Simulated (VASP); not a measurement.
# KF (F-43m) in VASP: notebook, part 2 of 2

VASP 6.6.1. The steps go on from the part before.

### 4 Single point, r2SCAN (24.53 Å³/atom)

This run uses another cell than the first one, of 24.53 Å³/atom.

The input, POSCAR:

```
KF
1.0
    0.0000000000      2.9057488147      2.9057488147
    2.9057488147      0.0000000000      2.9057488147
    2.9057488147      2.9057488147      0.0000000000
K F
1 1
Direct
    0.0000000000      0.0000000000      0.0000000000
    0.2500000000      0.2500000000      0.2500000000
```

The input, INCAR.step1:

```
PREC = Accurate ; ENCUT = 520
ISMEAR = 0 ; SIGMA = 0.01
LREAL = F ; LASPH = T
NELM = 80 ; NBANDS = 15
GGA = PE ; ALGO = Normal
EDIFF = 1E-4 ; LWAVE = T
LCHARG = F
```

The input, INCAR.step2:

```
PREC = Accurate ; ENCUT = 520
EDIFF = 1E-6 ; ISMEAR = 0
SIGMA = 0.01 ; LREAL = F
LASPH = T ; NELM = 80
ALGO = Normal ; ISIF = 2
LWAVE = F ; LCHARG = F
METAGGA = R2SCAN ; LMIXTAU = T
NBANDS = 15 ; ISTART = 1
```

The input, KPOINTS:

```
regular mesh
0
Gamma
  6 6 6
```

Potentials or basis: VASP PAW PBE potentials, release 64 (K_sv, F).

On the command line:

```bash
> cat potpaw_PBE.64/K_sv/POTCAR potpaw_PBE.64/F/POTCAR > POTCAR
> cp INCAR.step1 INCAR
> mpirun -np 1 vasp_std > vasp.out
> cp INCAR.step2 INCAR
> mpirun -np 1 vasp_std > vasp.out
```

OUTCAR:

```text
PREC = Accurate
   ENCUT = 520
   EDIFF = 1E-6
   ISMEAR = 0
   LREAL = F
   LASPH = T
   NELM = 80
   ISIF = 2
   METAGGA = R2SCAN
   ISTART = 1

 ion  position               nearest neighbor table
   1  0.000  0.000  0.000-   2 2.52   2 2.52   2 2.52   2 2.52
   2  0.250  0.250  0.250-   1 2.52   1 2.52   1 2.52   1 2.52

  LATTYP: Found a face centered cubic cell.
 ALAT       =     5.8114976294

  Lattice vectors:
[... 463 lines left out ...]
     14      10.5187      0.00000
     15      11.1515      0.00000

------------------------ aborting loop because EDIFF is reached ----------------------------------------

  FORCE on cell =-STRESS in cart. coord.  units (eV):
  Direction    XX          YY          ZZ          XY          YZ          ZX
  --------------------------------------------------------------------------------------
  -------------------------------------------------------------------------------------
  Total        0.2460869      0.2460869      0.2460869      0.0000000      0.0000000     -0.0000000
  in kB        8.0351663      8.0351663      8.0351663      0.0000000      0.0000000     -0.0000000
  external PRESSURE =       8.0351663 kB  Pullay stress =       0.0000000 kB

 VOLUME and BASIS-vectors are now :
 -----------------------------------------------------------------------------
  energy-cutoff  :      520.00
  volume of cell :       49.07
      direct lattice vectors                 reciprocal lattice vectors
     0.000000000  2.905748815  2.905748815    -0.172072685  0.172072685  0.172072685
     2.905748815  0.000000000  2.905748815     0.172072685 -0.172072685  0.172072685
     2.905748815  2.905748815  0.000000000     0.172072685  0.172072685 -0.172072685

 POSITION                                       TOTAL-FORCE (eV/Angst)
 -----------------------------------------------------------------------------------
      0.00000      0.00000      0.00000        -0.000000      0.000000     -0.000000
      1.45287      1.45287      1.45287         0.000000     -0.000000      0.000000
 -----------------------------------------------------------------------------------
    total drift:                               -0.000000     -0.000000     -0.000000

  FREE ENERGIE OF THE ION-ELECTRON SYSTEM (eV)
  ---------------------------------------------------
  free  energy   TOTEN  =       -14.7007554985 eV

  energy  without entropy=      -14.7007554985  energy(sigma->0) =      -14.70075550
```

OUTCAR.step1:

```text
PREC = Accurate
   ENCUT = 520
   ISMEAR = 0
   LREAL = F
   LASPH = T
[... 498 lines left out ...]
 -----------------------------------------------------------------------------------
      0.00000      0.00000      0.00000        -0.000000     -0.000000     -0.000000
      1.45287      1.45287      1.45287         0.000000      0.000000      0.000000
 -----------------------------------------------------------------------------------
    total drift:                                0.000000      0.000000      0.000000

  FREE ENERGIE OF THE ION-ELECTRON SYSTEM (eV)
  ---------------------------------------------------
  free  energy   TOTEN  =        -8.1071683050 eV

  energy  without entropy=       -8.1071683050  energy(sigma->0) =       -8.10716830
```

OSZICAR.step1:

```text
N       E                     dE             d eps       ncg     rms          rms(c)
DAV:   1     0.110516361518E+03    0.11052E+03   -0.77461E+03   480   0.984E+02
DAV:   2    -0.449136097438E+01   -0.11501E+03   -0.10550E+03   621   0.275E+02
DAV:   3    -0.950623712321E+01   -0.50149E+01   -0.49847E+01   642   0.508E+01
DAV:   4    -0.967005673040E+01   -0.16382E+00   -0.16380E+00   648   0.822E+00
DAV:   5    -0.967239855358E+01   -0.23418E-02   -0.23418E-02   671   0.885E-01    0.691E+00
DAV:   6    -0.814425915207E+01    0.15281E+01   -0.45812E+00   529   0.163E+01    0.408E+00
DAV:   7    -0.810256403377E+01    0.41695E-01   -0.12097E-01   518   0.257E+00    0.240E+00
DAV:   8    -0.810184623814E+01    0.71780E-03   -0.76756E-02   529   0.259E+00    0.321E-01
DAV:   9    -0.810524923022E+01   -0.34030E-02   -0.83187E-03   606   0.582E-01    0.147E-01
DAV:  10    -0.810721710814E+01   -0.19679E-02   -0.21950E-03   494   0.398E-01    0.568E-02
DAV:  11    -0.810716830495E+01    0.48803E-04   -0.17001E-04   655   0.105E-01
   1 F= -.81071683E+01 E0= -.81071683E+01  d E =-.198121E-16
```

Run time: 88 s. Hardware: 1 thread of Intel Xeon 8259CL, shared host; peak memory 0.18 GiB.

What came out:

```
Free energy            : -14.7008 eV
Pressure               : 0.8 GPa
Band gap on the k mesh : 5.82 eV (least direct gap 6.05 eV)
```

Levels at points of the mesh, in eV from the valence-band top:
```tsv
k point	band 4	band 5	band 6	band 7	band 8	band 9	band 10	band 11	band 12	band 13
(0.00, 0.00, 0.00)	-9.75	-9.75	-0.23	-0.23	-0.23	5.82	12.76	12.76	12.91	12.91
(0.50, 0.00, 0.00)	-9.81	-9.81	-0.27	-0.13	-0.13	8.66	10.02	11.80	11.80	14.07
(0.50, 0.50, 0.00)	-9.89	-9.78	-0.46	0.00	0.00	8.90	9.01	13.52	13.96	14.06
```

Caveat: the PAW data sets were made with another functional, which shifts forces and pressure a little. A k mesh can miss the band edges.

### 5 Single point, r2SCAN

This run uses another cell than the first one, of 25.29 Å³/atom.

The input, POSCAR:

```
KF
1.0
    0.0000000000      2.9354013608      2.9354013608
    2.9354013608      0.0000000000      2.9354013608
    2.9354013608      2.9354013608      0.0000000000
K F
1 1
Direct
    0.0000000000      0.0000000000      0.0000000000
    0.2500000000      0.2500000000      0.2500000000
```

The input, INCAR.step1:

```
SYSTEM = KF
PREC = Accurate ; ENCUT = 520
ISMEAR = 0 ; SIGMA = 0.01
LREAL = .False. ; LASPH = .True.
NELM = 100 ; NBANDS = 15
GGA = PE ; ALGO = Normal
EDIFF = 1E-4 ; LWAVE = .True.
LCHARG = .False.
```

The input, INCAR.step2:

```
SYSTEM = KF
PREC = Accurate ; ENCUT = 520
EDIFF = 1E-6 ; ISMEAR = 0
SIGMA = 0.01 ; LREAL = .False.
LASPH = .True. ; NELM = 100
ALGO = Normal ; ISIF = 2
LWAVE = .False. ; LCHARG = .True.
METAGGA = R2SCAN ; LMIXTAU = .True.
LELF = .True. ; LVHAR = .True.
NBANDS = 15 ; ISTART = 1
```

The input, KPOINTS:

```
regular mesh
0
Gamma
  6 6 6
  0 0 0
```

On the command line:

```bash
> cat potpaw_PBE.64/K_sv/POTCAR potpaw_PBE.64/F/POTCAR > POTCAR
> cp INCAR.step1 INCAR
> mpirun -np 1 vasp_std > vasp.out
> cp INCAR.step2 INCAR
> mpirun -np 1 vasp_std > vasp.out
```

Wall time 1.7 min (1 thread of Intel Xeon 8259CL, shared host); peak memory 0.18 GiB.

Results (log left out):

- Free energy: -14.7061 eV
- Pressure: 0.0 GPa
- Band gap on the k mesh: 5.74 eV (least direct gap 5.95 eV)

Levels at points of the mesh, in eV from the valence-band top:
```csv
k point,band 4,band 5,band 6,band 7,band 8,band 9,band 10,band 11,band 12,band 13
"(0.00, 0.00, 0.00)",-9.85,-9.85,-0.21,-0.21,-0.21,5.74,12.64,12.64,12.77,12.77
"(0.50, 0.00, 0.00)",-9.90,-9.90,-0.26,-0.12,-0.12,8.56,9.87,11.70,11.70,13.92
"(0.50, 0.50, 0.00)",-9.98,-9.88,-0.43,0.00,0.00,8.83,8.94,13.28,13.81,13.89
```

Caveat: the PAW data sets were made with another functional, which shifts forces and pressure a little. A k mesh can miss the band edges.

### 6 Single point, r2SCAN (26.05 Å³/atom)

This run uses another cell than the first one, of 26.05 Å³/atom.

The input, POSCAR:

```
KF
1.0
    0.0000000000      2.9644666309      2.9644666309
    2.9644666309      0.0000000000      2.9644666309
    2.9644666309      2.9644666309      0.0000000000
K F
1 1
Direct
    0.0000000000      0.0000000000      0.0000000000
    0.2500000000      0.2500000000      0.2500000000
```

The input, INCAR.step1:

```
ALGO = Normal
EDIFF = 1E-4
ENCUT = 520
GGA = PE
ISMEAR = 0
LASPH = T
LCHARG = F
LREAL = F
LWAVE = T
NBANDS = 15
NELM = 80
PREC = Accurate
SIGMA = 0.01
```

The input, INCAR.step2:

```
ALGO = Normal
EDIFF = 1E-7
ENCUT = 520
ISIF = 2
ISMEAR = 0
ISTART = 1
LASPH = T
LCHARG = F
LMIXTAU = T
LREAL = F
LWAVE = F
METAGGA = R2SCAN
NBANDS = 15
NELM = 80
PREC = Accurate
SIGMA = 0.01
```

The input, KPOINTS:

```
k-points
0
Gamma
  6 6 6
```

Potentials or basis: VASP PAW PBE potentials, release 64 (K_sv, F).

On the command line:

```bash
> cat potpaw_PBE.64/K_sv/POTCAR potpaw_PBE.64/F/POTCAR > POTCAR
> cp INCAR.step1 INCAR
> mpirun -np 1 vasp_std > vasp.out
> cp INCAR.step2 INCAR
> mpirun -np 1 vasp_std > vasp.out
```

Wall time 1.8 min (1 thread of Intel Xeon 8259CL, shared host); peak memory 0.18 GiB.

Results (log left out):

```
Free energy            : -14.7046 eV
Pressure               : -0.6 GPa
Band gap on the k mesh : 5.67 eV (least direct gap 5.85 eV)
```

Levels at points of the mesh, in eV from the valence-band top:
```
           k point  band 5  band 6  band 7  band 8  band 9  band 10  band 11  band 12
(0.00, 0.00, 0.00)   -9.95   -0.18   -0.18   -0.18    5.67    12.53    12.53    12.62
(0.50, 0.00, 0.00)  -10.00   -0.25   -0.10   -0.10    8.46     9.72    11.59    11.59
(0.50, 0.50, 0.00)   -9.98   -0.40    0.00    0.00    8.75     8.87    13.06    13.66
```

Caveat: the PAW data sets were made with another functional, which shifts forces and pressure a little. A k mesh can miss the band edges.

### 7 The runs side by side

| level | cell | gap on the mesh (eV) | pressure (GPa) |
| --- | --- | --- | --- |
| PBE | a = 4.290 Å, angles 60.0°, 2 atoms | 4.90 | -1.0 |
| r2SCAN | a = 4.067 Å, angles 60.0°, 2 atoms | 5.90 | 1.8 |
| r2SCAN | a = 4.109 Å, angles 60.0°, 2 atoms | 5.82 | 0.8 |
| r2SCAN | a = 4.151 Å, angles 60.0°, 2 atoms | 5.74 | 0.0 |
| r2SCAN | a = 4.192 Å, angles 60.0°, 2 atoms | 5.67 | -0.6 |

Alike in all rows: task single point; potentials or basis VASP PAW PBE potentials, release 64 (K_sv, F); no spin polarisation; k mesh 6 × 6 × 6; cutoff (eV) 520; smearing gaussian 0.01 eV.

Caveats: the PAW data sets were made with another functional, which shifts forces and pressure a little (at least some runs).

Absolute energies hang on the potentials; compare differences alone.
